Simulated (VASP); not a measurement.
# Te2Mo in VASP: a series of runs

Te2Mo is run at these levels: PBE+D3(BJ); tasks: single point.

Program: VASP 6.6.1. These are calculated values, not measurements. Logs are shortened: lines on timing, memory, paths and dates and some standing lists are left out, and cuts for length are marked.

## (1) The cell of the first run

The cell holds a slab with vacuum, 6 atoms: a = 3.496 Å, b = 3.496 Å, c = 46.972 Å, α = 90.00°, β = 90.00°, γ = 120.00°.

## (2) Single point, PBE+D3(BJ)

INCAR reads:

```
SYSTEM = Te2Mo
PREC = Accurate ; ENCUT = 520
EDIFF = 1E-7 ; ISMEAR = 0
SIGMA = 0.1 ; LREAL = .FALSE.
LASPH = .TRUE. ; NELM = 80
ALGO = Normal ; ISIF = 2
LWAVE = .FALSE. ; LCHARG = .FALSE.
LDIPOL = .TRUE. ; IDIPOL = 3
DIPOL = 0.5 0.5 0.500 ; GGA = PE
IVDW = 12 ; NBANDS = 35
```

KPOINTS reads:

```
regular mesh
0
G
  6 6 1
  0 0 0
```

POSCAR reads:

```
Te2Mo
1.0
    3.4963748211      0.0000000000      0.0000000000
   -1.7481874106      3.0279494163      0.0000000000
    0.0000000000      0.0000000000     46.9720266495
Te Mo
4 2
Direct
    0.3333333333      0.6666666667      0.3883802332
    0.3333333333      0.6666666667      0.4657697467
    0.6666666667      0.3333333333      0.5342302533
    0.6666666667      0.3333333333      0.6116197668
    0.6666666667      0.3333333333      0.4270749899
    0.3333333333      0.6666666667      0.5729250101
```

Potentials or basis: VASP PAW PBE potentials, release 64 (Te, Mo_sv).

The run is started by

```
> cat potpaw_PBE.64/Te/POTCAR potpaw_PBE.64/Mo_sv/POTCAR > POTCAR
> mpirun -np 1 vasp_std > vasp.out
```

OUTCAR:

```text
SYSTEM = Te2Mo
   PREC = Accurate
   ENCUT = 520
   EDIFF = 1E-7
   ISMEAR = 0
   LREAL = .FALSE.
   LASPH = .TRUE.
   NELM = 80
   ISIF = 2
   GGA = PE
   IVDW = 12
 IVDW          = 12

 ion  position               nearest neighbor table
   1  0.333  0.667  0.388-   5 2.72   5 2.72   5 2.72   2 3.64
   2  0.333  0.667  0.466-   5 2.72   5 2.72   5 2.72   1 3.64
   3  0.667  0.333  0.534-   6 2.72   6 2.72   6 2.72   4 3.64
   4  0.667  0.333  0.612-   6 2.72   6 2.72   6 2.72   3 3.64
   5  0.667  0.333  0.427-   1 2.72   1 2.72   1 2.72   2 2.72   2 2.72   2 2.72
   6  0.333  0.667  0.573-   4 2.72   4 2.72   4 2.72   3 2.72   3 2.72   3 2.72

  LATTYP: Found a hexagonal cell.
 ALAT       =     3.4963748211
 C/A-ratio  =    13.4344940268

  Lattice vectors:

 A1 = (   3.4963748211,   0.0000000000,   0.0000000000)
 A2 = (  -1.7481874106,   3.0279494163,   0.0000000000)
 A3 = (   0.0000000000,   0.0000000000,  46.9720266495)

Analysis of symmetry for initial positions (statically):
=====================================================================
 Subroutine PRICEL returns:
 Original cell was already a primitive cell.

 Routine SETGRP: Setting up the symmetry group for a
 hexagonal supercell.

 Subroutine GETGRP returns: Found 12 space group operations
 (whereof 12 operations were pure point group operations)
 out of a pool of 24 trial point group operations.

The static configuration has the point symmetry D_3d.

Analysis of symmetry for dynamics (positions and initial velocities):
=====================================================================
 Subroutine PRICEL returns:
 Original cell was already a primitive cell.

 Routine SETGRP: Setting up the symmetry group for a
 hexagonal supercell.

 Subroutine GETGRP returns: Found 12 space group operations
 (whereof 12 operations were pure point group operations)
 out of a pool of 24 trial point group operations.

The dynamic configuration has the point symmetry D_3d.

 Subroutine INISYM returns: Found 12 space group operations
 (whereof 12 operations are pure point group operations),
 and found     1 'primitive' translations

----------------------------------------------------------------------------------------

                                     Primitive cell

  volume of cell :     497.2856

  direct lattice vectors                    reciprocal lattice vectors
     3.496374821  0.000000000  0.000000000     0.286010526  0.165128254  0.000000000
    -1.748187411  3.027949416  0.000000000     0.000000000  0.330256508  0.000000000
     0.000000000  0.000000000 46.972026650     0.000000000  0.000000000  0.021289267

  length of vectors
     3.496374821  3.496374821 46.972026650     0.330256508  0.330256508  0.021289267

  position of ions in fractional coordinates (direct lattice)
     0.333333333  0.666666667  0.388380233
     0.333333333  0.666666667  0.465769747
     0.666666667  0.333333333  0.534230253
     0.666666667  0.333333333  0.611619767
     0.666666667  0.333333333  0.427074990
     0.333333333  0.666666667  0.572925010

  ion indices of the primitive-cell ions
   primitive index   ion index
                 1           1
                 2           2
                 3           3
                 4           4
                 5           5
                 6           6

----------------------------------------------------------------------------------------

 KPOINTS: regular mesh

Automatic generation of k-mesh.
 Grid dimensions read from file:
 generate k-points for:    6    6    1

 Generating k-lattice:

  Cartesian coordinates                     Fractional coordinates (reciprocal lattice)
     0.047668421  0.027521376  0.000000000     0.166666667  0.000000000  0.000000000
     0.000000000  0.055042751  0.000000000     0.000000000  0.166666667  0.000000000
     0.000000000  0.000000000  0.021289267     0.000000000  0.000000000  1.000000000

  Length of vectors
     0.055042751  0.055042751  0.021289267

  Shift w.r.t. Gamma in fractional coordinates (k-lattice)
     0.000000000  0.000000000  0.000000000

 Subroutine IBZKPT returns following result:
 ===========================================

 Found      7 irreducible k-points:

 Following reciprocal coordinates:
            Coordinates               Weight
  0.000000  0.000000  0.000000      1.000000
  0.166667 -0.000000  0.000000      6.000000
  0.333333 -0.000000  0.000000      6.000000
  0.500000 -0.000000  0.000000      3.000000
  0.166667  0.166667  0.000000      6.000000
  0.333333  0.166667  0.000000     12.000000
  0.333333  0.333333  0.000000      2.000000
   k-points           NKPTS =      7   k-points in BZ     NKDIM =      7   number of bands    NBANDS=     35
   number of dos      NEDOS =    301   number of ions     NIONS =      6
   total plane-waves  NPLWV = 274400
   dimension x,y,z NGX =    28 NGY =   28 NGZ =  350
   dimension x,y,z NGXF=    56 NGYF=   56 NGZF=  700
   ions per type =               4   2
   NGX,Y,Z   is equivalent  to a cutoff of  13.31, 13.31, 12.39 a.u.
   NGXF,Y,Z  is equivalent  to a cutoff of  26.63, 26.63, 24.77 a.u.
 SYSTEM =  Te2Mo
   PREC   = accura    normal or accurate (medium, high low for compatibility)
   ISTART =      0    job   : 0-new  1-cont  2-samecut
   ICHARG =      2    charge: 1-file 2-atom 10-const
   ISPIN  =      1    spin polarized calculation?
   LNONCOLLINEAR =      F non collinear calculations
   LSORBIT =      F    spin-orbit coupling
   LASPH  =      T    aspherical Exc in radial PAW
   ENCUT  =  520.0 eV  38.22 Ry    6.18 a.u.   6.50  6.50 87.34*2*pi/ulx,y,z
   NELM   =     80;   NELMIN=  2; NELMDL= -5     # of ELM steps
   EDIFF  = 0.1E-06   stopping-criterion for ELM
   LREAL  =      F    real-space projection
   EDIFFG = 0.1E-05   stopping-criterion for IOM
   NSW    =      0    number of steps for IOM
   IBRION =     -1    ionic relax: 0-MD 1-quasi-New 2-CG
   NFREE  =      0    steps in history (QN), initial steepest desc. (CG)
   ISIF   =      2    stress and relaxation
   ISYM   =      2    0-nonsym 1-usesym 2-fastsym
   POTIM  = 0.5000    time-step for ionic-motion
   TEBEG  =    0.0;   TEEND  =   0.0 temperature during run
   PSTRESS=    0.0 pullay stress
   NELECT =      52.0000    total number of electrons
   NUPDOWN=      -1.0000    fix difference up-down
   EMIN   =  10.00;   EMAX   =-10.00  energy-range for DOS
   EFERMI =   0.00;   METHOD = LEGACY
   ISMEAR =     0;   SIGMA  =   0.10  broadening in eV -4-tet -1-fermi 0-gaus
   EFERMI_NEDOS =   21; number of points for ismear=-14 and -15
   IALGO  =     38    algorithm
   IMIX   =      4    mixing-type and parameters
     AMIX     =   0.40;   BMIX     =  1.00
     AMIX_MAG =   1.60;   BMIX_MAG =  1.00
  volume/ion in A,a.u.               =      82.88       559.31
  Fermi-wavevector in a.u.,A,eV,Ry     =   0.771272  1.457492  8.093559  0.594860
  Thomas-Fermi vector in A             =   1.872654
   LORBIT       =      0    0 simple, 1 ext, 2 COOP (PROOUT), +10 PAW based schemes
   GGA     = PE    functional components
   LHFCALC =     F    Hartree Fock is set to
   AEXX    =    0.0000 exact exchange contribution
   IVDW    =    12    specifies the selected vdW correction
   LEPSILON=     F    determine dielectric tensor
   LRPA    =     F    only Hartree local field effects (RPA)
 non-spin polarized calculation
 Gauss-broadening in eV      SIGMA  =   0.10
  energy-cutoff  :      520.00
  volume of cell :      497.29
 maximum number of plane-waves:     13543
 NGX is ok and might be reduce to    28
   NGX = 13   NGY = 13   NGZ =175

 dipolmoment           0.000000      0.000000      0.000000 electrons x Angstroem

 number of electron      52.0000005 magnetization

 dipolmoment           0.000000      0.000000     -0.000000 electrons x Angstroem

 Free energy of the ion-electron system (eV)
  ---------------------------------------------------
  ext. energy  EPLUGINS =         0.00000000
  ---------------------------------------------------
  free energy    TOTEN  =       -35.95637621 eV

  energy without entropy =      -35.95637621  energy(sigma->0) =      -35.95637621

 E-fermi :  -0.3613     XC(G=0):  -3.3696

 val. band max:       -0.8024501538   @ k =   0.0000   0.0000   0.0000
 cond. band min:       0.1198077714   @ k =   0.1667   0.1667   0.0000
 fundamental gap:      0.9222579252
 Fermi energy:        -0.3612530137

 k-point     1 :       0.0000    0.0000    0.0000
  band No.  band energies     occupation
      1     -61.6118      2.00000
      2     -61.6118      2.00000
      3     -35.7939      2.00000
      4     -35.7939      2.00000
      5     -35.6439      2.00000
      6     -35.6439      2.00000
[... 27 lines left out ...]
     34       2.6041      0.00000
     35       3.2967      0.00000

 k-point     2 :       0.1667   -0.0000    0.0000
  band No.  band energies     occupation
      1     -61.6092      2.00000
      2     -61.6092      2.00000
      3     -35.7862      2.00000
      4     -35.7862      2.00000
      5     -35.6788      2.00000
      6     -35.6788      2.00000
[... 27 lines left out ...]
     34       2.5985      0.00000
     35       3.7772      0.00000

 k-point     3 :       0.3333   -0.0000    0.0000
  band No.  band energies     occupation
      1     -61.6038      2.00000
      2     -61.6038      2.00000
      3     -35.7709      2.00000
      4     -35.7709      2.00000
      5     -35.7477      2.00000
      6     -35.7477      2.00000
[... 27 lines left out ...]
     34       2.8870      0.00000
     35       4.3685      0.00000

 k-point     4 :       0.5000   -0.0000    0.0000
  band No.  band energies     occupation
      1     -61.6012      2.00000
      2     -61.6012      2.00000
      3     -35.7819      2.00000
      4     -35.7819      2.00000
      5     -35.7633      2.00000
      6     -35.7633      2.00000
[... 27 lines left out ...]
     34       2.9458      0.00000
     35       3.1786      0.00000

 k-point     5 :       0.1667    0.1667    0.0000
  band No.  band energies     occupation
      1     -61.6052      2.00000
      2     -61.6052      2.00000
      3     -35.7748      2.00000
      4     -35.7748      2.00000
      5     -35.7241      2.00000
      6     -35.7241      2.00000
[... 27 lines left out ...]
     34       2.8058      0.00000
     35       4.6058      0.00000

 k-point     6 :       0.3333    0.1667    0.0000
  band No.  band energies     occupation
      1     -61.6012      2.00000
      2     -61.6012      2.00000
      3     -35.7646      2.00000
      4     -35.7646      2.00000
      5     -35.7633      2.00000
      6     -35.7633      2.00000
[... 27 lines left out ...]
     34       3.0335      0.00000
     35       3.8567      0.00000

 k-point     7 :       0.3333    0.3333    0.0000
  band No.  band energies     occupation
      1     -61.5999      2.00000
      2     -61.5999      2.00000
      3     -35.7594      2.00000
      4     -35.7594      2.00000
      5     -35.7485      2.00000
      6     -35.7485      2.00000
[... 27 lines left out ...]
     34       3.0617      0.00000
     35       3.7783      0.00000

------------------------ aborting loop because EDIFF is reached ----------------------------------------

 vacuum level on the upper side and lower side of the slab       (xc-potential included)        -0.070        -0.070

 Edisp (eV)   -2.85322

 E8    (eV) :    -1.3519

  FORCE on cell =-STRESS in cart. coord.  units (eV):
  Direction    XX          YY          ZZ          XY          YZ          ZX
  --------------------------------------------------------------------------------------
  -------------------------------------------------------------------------------------
  Total       0.19905     0.19905     0.17088    -0.00000     0.00000     0.00000
  in kB       0.64130     0.64130     0.55056    -0.00000     0.00000     0.00000
  external pressure =        0.61 kB  Pullay stress =        0.00 kB

 VOLUME and BASIS-vectors are now :
 -----------------------------------------------------------------------------
  energy-cutoff  :      520.00
  volume of cell :      497.29
      direct lattice vectors                 reciprocal lattice vectors
     3.496374821  0.000000000  0.000000000     0.286010526  0.165128254  0.000000000
    -1.748187411  3.027949416  0.000000000     0.000000000  0.330256508  0.000000000
     0.000000000  0.000000000 46.972026650     0.000000000  0.000000000  0.021289267

 POSITION                                       TOTAL-FORCE (eV/Angst)
 -----------------------------------------------------------------------------------
     -0.00000      2.01863     18.24301         0.000000      0.000000     -0.018444
     -0.00000      2.01863     21.87815         0.000000     -0.000000      0.045477
      1.74819      1.00932     25.09388         0.000000      0.000000     -0.045477
      1.74819      1.00932     28.72902         0.000000     -0.000000      0.018444
      1.74819      1.00932     20.06058         0.000000     -0.000000     -0.021499
     -0.00000      2.01863     26.91145        -0.000000      0.000000      0.021499
 -----------------------------------------------------------------------------------
    total drift:                                0.000000      0.000000     -0.000000

  FREE ENERGIE OF THE ION-ELECTRON SYSTEM (eV)
  ---------------------------------------------------
  free  energy   TOTEN  =       -38.8095978034 eV

  energy  without entropy=      -38.8095978034  energy(sigma->0) =      -38.80959780

 vacuum level on the upper side and lower side of the slab         3.812         3.812
```

Wall time 3.3 min (1 thread of Intel Xeon Platinum 8488C (Sapphire Rapids), shared host); peak memory 0.61 GiB.

Results:

```
Free energy                : -38.8096 eV
Largest force              : 0.045 eV/Å
Band gap on the k mesh     : 0.92 eV, indirect (least direct gap 1.15 eV)
Dispersion energy per atom : -0.476 eV
```

Forces on the atoms (eV/Å):
```
Te   0.000  0.000 -0.018
Te   0.000  0.000  0.045
Te   0.000  0.000 -0.045
Te   0.000  0.000  0.018
Mo   0.000  0.000 -0.021
Mo   0.000  0.000  0.021
```

Levels at points of the mesh, in eV from the valence-band top:
| k point | band 23 | band 24 | band 25 | band 26 | band 27 | band 28 | band 29 | band 30 |
| --- | --- | --- | --- | --- | --- | --- | --- | --- |
| (0.00, 0.00, 0.00) | -0.97 | -0.97 | -0.90 | 0.00 | 2.96 | 2.96 | 3.08 | 3.08 |
| (0.50, 0.00, 0.00) | -0.99 | -0.97 | -0.49 | -0.29 | 1.33 | 1.37 | 1.55 | 1.76 |

Caveat: spin-orbit coupling is left out, which moves the levels of the heavy elements.

(Part 1 of 2 ends here.)
